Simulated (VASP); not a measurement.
A run of VASP 6.6.1 is set up as follows.

POSCAR

```
C
1.0
    2.4640014744      0.0000000000      0.0000000000
   -1.2320007372      2.1338878718      0.0000000000
    0.0000000000      0.0000000000      6.7110000000
C
4
Direct
    0.0000000000      0.0000000000      0.2500000000
    0.0000000000      0.0000000000      0.7500000000
    0.3333333333      0.6666666667      0.2500000000
    0.6666666667      0.3333333333      0.7500000000
```

INCAR.step1

```
PREC = Accurate
ENCUT = 600
ISMEAR = -1
SIGMA = 0.05
LREAL = False
LASPH = True
NELM = 80
GGA = PE
ALGO = Normal
EDIFF = 1E-4
LWAVE = True
LCHARG = False
```

Contents of INCAR.step2:

```
PREC = Accurate
ENCUT = 600
EDIFF = 1E-7
ISMEAR = -1
SIGMA = 0.05
LREAL = False
LASPH = True
NELM = 80
ALGO = Normal
ISIF = 3
LWAVE = False
LCHARG = False
METAGGA = R2SCAN
LMIXTAU = True
IBRION = 2
NSW = 80
EDIFFG = -0.01
ISTART = 1
```

File KPOINTS:

```
regular mesh
0
Gamma
  8 8 3
```

Potentials or basis: VASP PAW PBE potentials, release 64 (C).

Command:

```bash
$ cat potpaw_PBE.64/C/POTCAR > POTCAR
$ cp INCAR.step1 INCAR
$ mpirun -np 1 vasp_std > vasp.out
$ cp INCAR.step2 INCAR
$ mpirun -np 1 vasp_std > vasp.out
```

(1) Predict the relaxed volume.

(2) Predict the relaxed cell.

(3) Predict the band gap on the k mesh.

(4) Estimate the space group after relaxing (to 0.05 Å).

Answers

(1) 9.05 Å³/atom.

(2) a = 2.457 Å, b = 2.457 Å, c = 6.924 Å, α = 90.00°, β = 90.00°, γ = 120.00°.

(3) 1.89 eV, indirect (least direct gap 1.91 eV).

(4) P6_3/mmc (No. 194).

Caveat: the PAW data sets were made with another functional, which shifts forces and pressure a little.
